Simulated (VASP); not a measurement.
# Co (P6_3/mmc) in VASP: single point with PBE

Aim: the single point of Co with PBE.

Everything below comes from runs of VASP 6.6.1. Logs are shortened: lines on timing, memory, paths and dates and some standing lists are left out, and cuts for length are marked.

## (1) The cell of the first run

Symmetry: P6_3/mmc, No. 194, hexagonal system. Conventional cell: a = 2.507 Å, b = 2.507 Å, c = 4.070 Å, α = 90.00°, β = 90.00°, γ = 120.00°. Within 3.3 Å of Co (site symmetry -6m2) lie 12 Co at 2.50 to 2.51 Å.

## (2) Single point, PBE, non-collinear spin, typed start

Input file INCAR:

```
  PREC = Accurate
  ENCUT = 520
  EDIFF = 1E-6
  ISMEAR = -1
  SIGMA = 0.08
  LREAL = F
  LASPH = T
  NELM = 150
  ALGO = Normal
  ISIF = 2
  LWAVE = F
  LCHARG = T
  LNONCOLLINEAR = T
  MAGMOM = 0 0 1.7 0 0 1.7 0 0 -1.7 0 0 -1.7
  LORBIT = 11
  LMAXMIX = 4
  GGA = PE
  LVHAR = T
  NBANDS = 50
```

Input file KPOINTS:

```
Automatic mesh
0
Gamma
  14 14 4
```

Input file POSCAR:

```
Co
1.0
    2.5074000000      0.0000000000      0.0000000000
    1.2537000000      2.1714720974      0.0000000000
    0.0000000000      0.0000000000      8.1398000000
Co
4
Direct
    0.6666666666      0.6666666667      0.1250000000
    0.6666666666      0.6666666667      0.6250000000
    0.3333333334      0.3333333333      0.3750000000
    0.3333333334      0.3333333333      0.8750000000
```

Potentials or basis: VASP PAW PBE potentials, release 64 (Co).

On the command line:

```
cat potpaw_PBE.64/Co/POTCAR > POTCAR
mpirun -np 1 vasp_ncl > vasp.out
```

OUTCAR:

```text
PREC = Accurate
   ENCUT = 520
   EDIFF = 1E-6
   ISMEAR = -1
   LREAL = F
   LASPH = T
   NELM = 150
   ISIF = 2
   LNONCOLLINEAR = T
   LORBIT = 11
   GGA = PE

 ion  position               nearest neighbor table
   1  0.667  0.667  0.125-   3 2.50   4 2.50   3 2.50   4 2.50   3 2.50   4 2.50
   2  0.667  0.667  0.625-   3 2.50   4 2.50   3 2.50   4 2.50   3 2.50   4 2.50
   3  0.333  0.333  0.375-   1 2.50   2 2.50   1 2.50   2 2.50   1 2.50   2 2.50
   4  0.333  0.333  0.875-   1 2.50   2 2.50   1 2.50   2 2.50   1 2.50   2 2.50

  LATTYP: Found a hexagonal cell.
 ALAT       =     2.5074000000
 C/A-ratio  =     3.2463109197

  Lattice vectors:

 A1 = (  -1.2537000000,  -2.1714720974,   0.0000000000)
 A2 = (   2.5074000000,   0.0000000000,   0.0000000000)
 A3 = (   0.0000000000,   0.0000000000,   8.1398000000)

Analysis of symmetry for initial positions (statically):
=====================================================================
 Subroutine PRICEL returns following result:

  LATTYP: Found a hexagonal cell.
 ALAT       =     2.5074000000
 C/A-ratio  =     1.6231554599
[... 12 lines left out ...]
 Subroutine GETGRP returns: Found 24 space group operations
 (whereof 12 operations were pure point group operations)
 out of a pool of 24 trial point group operations.

The static configuration has the point symmetry D_3d.
 The point group associated with its full space group is D_6h.

Analysis of symmetry for dynamics (positions and initial velocities):
=====================================================================
 Subroutine PRICEL returns following result:

  LATTYP: Found a hexagonal cell.
 ALAT       =     2.5074000000
 C/A-ratio  =     1.6231554599
[... 12 lines left out ...]
 Subroutine GETGRP returns: Found 24 space group operations
 (whereof 12 operations were pure point group operations)
 out of a pool of 24 trial point group operations.

The dynamic configuration has the point symmetry D_3d.
 The point group associated with its full space group is D_6h.

Analysis of structural, dynamic, and magnetic symmetry:
=====================================================================
 Subroutine PRICEL returns following result:

  LATTYP: Found a hexagonal cell.
 ALAT       =     2.5074000000
 C/A-ratio  =     1.6231554599
[... 12 lines left out ...]
 Subroutine GETGRP returns: Found 12 space group operations
 (whereof  6 operations were pure point group operations)
 out of a pool of 24 trial point group operations.

The overall configuration has the point symmetry D_3 .
 The point group associated with its full space group is D_3h.

[... 139 lines left out ...]

 Free energy of the ion-electron system (eV)
  ---------------------------------------------------
  ext. energy  EPLUGINS =         0.00000000
  ---------------------------------------------------
  free energy    TOTEN  =       -27.28372058 eV

  energy without entropy =      -27.05686057  energy(sigma->0) =      -27.17029057

 E-fermi :   9.9336     XC(G=0): -13.2930

 val. band max:        9.9272190314   @ k =   0.4286  -0.1429   0.0000
 cond. band min:       9.9410172409   @ k =   0.4286  -0.2143   0.0000
 fundamental gap:      0.0137982095
 Fermi energy:         9.9335980117

 k-point     1 :       0.0000    0.0000    0.0000
  band No.  band energies     occupation
      1       1.1657      1.00000
      2       1.1657      1.00000
      3       3.3556      1.00000
      4       3.3556      1.00000
      5       3.4559      1.00000
      6       3.4559      1.00000
[... 1213 lines left out ...]
     47      15.9542      0.00000
     48      15.9542      0.00000

 [... further k-points ...]

 [bands above 48 left out]

------------------------ aborting loop because EDIFF is reached ----------------------------------------

  FORCE on cell =-STRESS in cart. coord.  units (eV):
  Direction    XX          YY          ZZ          XY          YZ          ZX
  --------------------------------------------------------------------------------------
  -------------------------------------------------------------------------------------
  Total       -2.8980722     -2.8980722     -2.6522667      0.0000000      0.0000000      0.0000000
  in kB     -104.7678840   -104.7678840    -95.8817977      0.0000000      0.0000000      0.0000000
  external PRESSURE =    -101.8058552 kB  Pullay stress =       0.0000000 kB

 VOLUME and BASIS-vectors are now :
 -----------------------------------------------------------------------------
  energy-cutoff  :      520.00
  volume of cell :       44.32
      direct lattice vectors                 reciprocal lattice vectors
     2.507400000  0.000000000  0.000000000     0.398819494 -0.230258542  0.000000000
     1.253700000  2.171472097  0.000000000     0.000000000  0.460517085  0.000000000
     0.000000000  0.000000000  8.139800000     0.000000000  0.000000000  0.122853141

 POSITION                                       TOTAL-FORCE (eV/Angst)
 -----------------------------------------------------------------------------------
      2.50740      1.44765      1.01747        -0.000000     -0.000000     -0.000000
      2.50740      1.44765      5.08737         0.000000      0.000000      0.000000
      1.25370      0.72382      3.05242         0.000000      0.000000      0.000000
      1.25370      0.72382      7.12232         0.000000      0.000000     -0.000000
 -----------------------------------------------------------------------------------
    total drift:                               -0.000000      0.000000     -0.000000

  FREE ENERGIE OF THE ION-ELECTRON SYSTEM (eV)
  ---------------------------------------------------
  free  energy   TOTEN  =       -27.2837205822 eV

  energy  without entropy=      -27.0568605672  energy(sigma->0) =      -27.17029057

 total charge

# of ion       s       p       d       tot
------------------------------------------
    1        0.475   0.501   7.256   8.232
    2        0.475   0.501   7.256   8.232
    3        0.475   0.501   7.256   8.232
    4        0.475   0.501   7.256   8.232
--------------------------------------------------
tot          1.902   2.003  29.023  32.928

 magnetization (x)

# of ion       s       p       d       tot
------------------------------------------
    1        0.000   0.000   0.000   0.000
    2        0.000  -0.000   0.000  -0.000
    3        0.000  -0.000  -0.000  -0.000
    4        0.000  -0.000   0.000   0.000
--------------------------------------------------
tot          0.000  -0.000   0.000   0.000

 magnetization (y)

# of ion       s       p       d       tot
------------------------------------------
    1       -0.000   0.000   0.000   0.000
    2       -0.000   0.000   0.000   0.000
    3        0.000   0.000   0.000   0.000
    4        0.000   0.000   0.000   0.000
--------------------------------------------------
tot          0.000   0.000   0.000   0.000

 magnetization (z)

# of ion       s       p       d       tot
------------------------------------------
    1        0.001   0.006   0.973   0.980
    2        0.001   0.006   0.973   0.980
    3       -0.001  -0.006  -0.973  -0.980
    4       -0.001  -0.006  -0.973  -0.980
--------------------------------------------------
tot          0.000   0.000  -0.000  -0.000
```

OSZICAR:

```text
N       E                     dE             d eps       ncg     rms          rms(c)
DAV:   1     0.276874829938E+03    0.27687E+03   -0.15324E+04 12000   0.196E+03
DAV:   2    -0.739967949636E+01   -0.28427E+03   -0.27156E+03 12002   0.385E+02
DAV:   3    -0.316541581450E+02   -0.24254E+02   -0.20778E+02 12388   0.149E+02
DAV:   4    -0.322258386022E+02   -0.57168E+00   -0.56355E+00 12538   0.257E+01
[... 28 lines left out ...]
DAV:  33    -0.272837212882E+02    0.11523E-04   -0.67399E-05 12020   0.651E-02    0.224E-03
DAV:  34    -0.272837214848E+02   -0.19660E-06   -0.10419E-05 12038   0.333E-02    0.253E-03
DAV:  35    -0.272837198412E+02    0.16436E-05   -0.71781E-06 11728   0.203E-02    0.125E-03
DAV:  36    -0.272837205822E+02   -0.74097E-06   -0.20677E-06  9970   0.101E-02
   1 F= -.27283721E+02 E0= -.27170291E+02  d E =-.226860E+00  mag=     0.0000     0.0000     0.0000
```

Wall time 51 min (1 thread of Oxide Virtual Turin-like, shared host); peak memory 0.49 GiB.

What came out:

* Free energy: -27.2837 eV
* Pressure: -10.2 GPa
* Band gap on the k mesh: zero (bands 36 and 37 overlap by 1.13 eV)
* Net moment: 0.00 μB per cell
* Valence electrons inside the program's atomic spheres: Co 8.23

Levels at points of the mesh, in eV from the Fermi level:
```
           k point  band 33  band 34  band 35  band 36  band 37  band 38  band 39  band 40
(0.00, 0.00, 0.00)    -1.05    -1.05    -0.50    -0.50    -0.50    -0.50    -0.13    -0.13
(0.50, 0.00, 0.00)    -0.15    -0.15     0.37     0.37     0.85     0.85     0.86     0.86
(0.00, 0.00, 0.50)    -0.76    -0.76    -0.76    -0.76    -0.76    -0.76    -0.76    -0.76
(0.50, 0.00, 0.50)     0.05     0.05     0.05     0.05     0.85     0.85     0.85     0.85
```

Moments on the atoms (μB; x, y, z):
```
Co   0.00  0.00  0.98
Co   0.00  0.00  0.98
Co   0.00  0.00 -0.98
Co   0.00  0.00 -0.98
```

Caveat: the cell stands under tension.
